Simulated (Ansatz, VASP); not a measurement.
One calculation of LiCl, two programs

File POSCAR:

```
LiCl
1.0
    0.0000000000      2.6288790000      2.5647600000
    2.6288790000      0.0000000000      2.5647600000
    2.6288790000      2.6288790000      0.0000000000
Li Cl
1 1
Direct
    0.0000000000      0.0000000000      0.0000000000
    0.5000000000      0.5000000000      0.5000000000
```

The input INCAR.step1:

```
  PREC = Accurate
  ENCUT = 520
  ISMEAR = 0
  SIGMA = 0.05
  LREAL = False
  LASPH = True
  NELM = 100
  NBANDS = 12
  GGA = PE
  ALGO = Normal
  EDIFF = 1E-4
  LWAVE = True
  LCHARG = False
```

File INCAR.step2:

```
  PREC = Accurate
  ENCUT = 520
  EDIFF = 1E-6
  ISMEAR = 0
  SIGMA = 0.05
  LREAL = False
  LASPH = True
  NELM = 100
  ALGO = Normal
  ISIF = 2
  LWAVE = False
  LCHARG = True
  METAGGA = R2SCAN
  LMIXTAU = True
  LELF = True
  LVHAR = True
  NBANDS = 12
  ISTART = 1
```

KPOINTS

```
regular mesh
0
Gamma
  8 8 8
```

Input for Ansatz:

```yaml
crystal:
  lattice:
    - [0.0, 2.628879, 2.56476]
    - [2.628879, 0.0, 2.56476]
    - [2.628879, 2.628879, 0.0]
  atoms:
    - { symbol: Li, position: [0.0, 0.0, 0.0] }
    - { symbol: Cl, position: [0.5, 0.5, 0.5] }
basis:
  ecutwfc: 500
kpoints:
  mp_grid: { grid: [8, 8, 8] }
hamiltonian:
  xc: r2scan
scf:
  occupations: { method: gaussian, width: 0.05 }
output:
  forces: true
  stress: true
  eigenvalues: true
  write_density: true
  write_potential: true
  elf: true
  volumetric_format: npy
```

Change from the starting cell: strain +0.025 along x and y, +0.000 along z, atoms carried along.

Alike in both runs: task single point; functional r2SCAN; k mesh 8 × 8 × 8; occupations gaussian, width 0.05 eV; no spin polarisation.

|  | VASP | Ansatz |
| --- | --- | --- |
| version | VASP 6.6.1 | Ansatz 0.2.0 |
| potentials or method | VASP PAW PBE potentials, release 64 (Li_sv, Cl), cutoff 520 eV | scalar-relativistic, plane waves, PAW |
| valence electrons in the cell | 10 | 10 |

Ansatz gave:

* gap on the k mesh at the Fermi level (eV): 6.91
* least direct gap on the mesh (eV): 6.91

Question: What did VASP give for the same quantities?

Answer: gap on the k mesh at the Fermi level (eV): 6.98; least direct gap on the mesh (eV): 6.98.

VASP's potentials were made for PBE, not for r2SCAN. The functional is the same, so the differences come from potentials, cutoffs and numerics.

Noted on VASP's run: the cutoff is short for stress, so the pressure is rough.
